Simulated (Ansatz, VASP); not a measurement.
One calculation of Ga4O, two programs

Contents of INCAR:

```
SYSTEM = Ga4O
  ALGO = Normal
  EDIFF = 1E-7
  ENCUT = 520
  GGA = PE
  ISIF = 2
  ISMEAR = 0
  ISPIN = 2
  LASPH = .True.
  LCHARG = .False.
  LORBIT = 11
  LREAL = .False.
  LWAVE = .False.
  MAGMOM = 0 0 0 0 1
  NBANDS = 41
  NELM = 150
  PREC = Accurate
  SIGMA = 0.1
```

File KPOINTS:

```
k-points
0
Gamma
  6 6 4
  0 0 0
```

Contents of POSCAR:

```
Ga4O
1.0
    4.8886263400      0.0000000000      0.0000000000
   -2.4443131700      4.2336746000      0.0000000000
    0.0000000000      0.0000000000      4.4795834000
Ga O
4 1
Direct
    0.3333333300      0.6666666700      0.7816249600
    0.3333333300      0.6666666700      0.2183750400
    0.6666666700      0.3333333300      0.2183750400
    0.6666666700      0.3333333300      0.7816249600
    0.0000000000      0.0000000000      0.0000000000
```

Input for Ansatz:

```yaml
crystal:
  lattice:
    - [4.88862634, 0.0, 0.0]
    - [-2.44431317, 4.2336746, 0.0]
    - [0.0, 0.0, 4.4795834]
  atoms:
    - { symbol: Ga, position: [0.33333333, 0.66666667, 0.78162496] }
    - { symbol: Ga, position: [0.33333333, 0.66666667, 0.21837504] }
    - { symbol: Ga, position: [0.66666667, 0.33333333, 0.21837504] }
    - { symbol: Ga, position: [0.66666667, 0.33333333, 0.78162496] }
    - { symbol: O, position: [0.0, 0.0, 0.0], spin: 1.0 }
basis:
  ecutwfc: 420
kpoints:
  mp_grid: { grid: [6, 6, 4] }
hamiltonian:
  xc: pbe
scf:
  occupations: { method: gaussian, width: 0.1 }
  lower_state_search: "off"
output:
  forces: true
  stress: true
  eigenvalues: true
  populations: true
magnetization:
  spin_polarized: true
```

Alike in both runs: task single point; functional PBE; k mesh 6 × 6 × 4; occupations gaussian, width 0.1 eV; collinear spin.

```csv
,VASP,Ansatz
version,VASP 6.6.1,Ansatz 0.2.0
potentials or method,"VASP PAW PBE potentials, release 64 (Ga_d, O), cutoff 520 eV","scalar-relativistic, plane waves, PAW"
valence electrons in the cell,58,58
```

```csv
,VASP,Ansatz,Ansatz less VASP
gap on the k mesh at the Fermi level (eV),none,none,-
pressure (GPa),15.9,15.1,-0.82
"traceless stress, the component that is largest in VASP (GPa)",42.14,40.56,-1.571
rms of the force components (eV/Å),4.320,4.141,-0.1787
net moment per atom (μB),0.00,0.00,-0.001
```

Atom by atom the forces differ by 0.179 eV/Å (rms over components). A gap of «none» marks a metal or a gap that the smearing closes. Ansatz's warnings: seeded moment not kept.
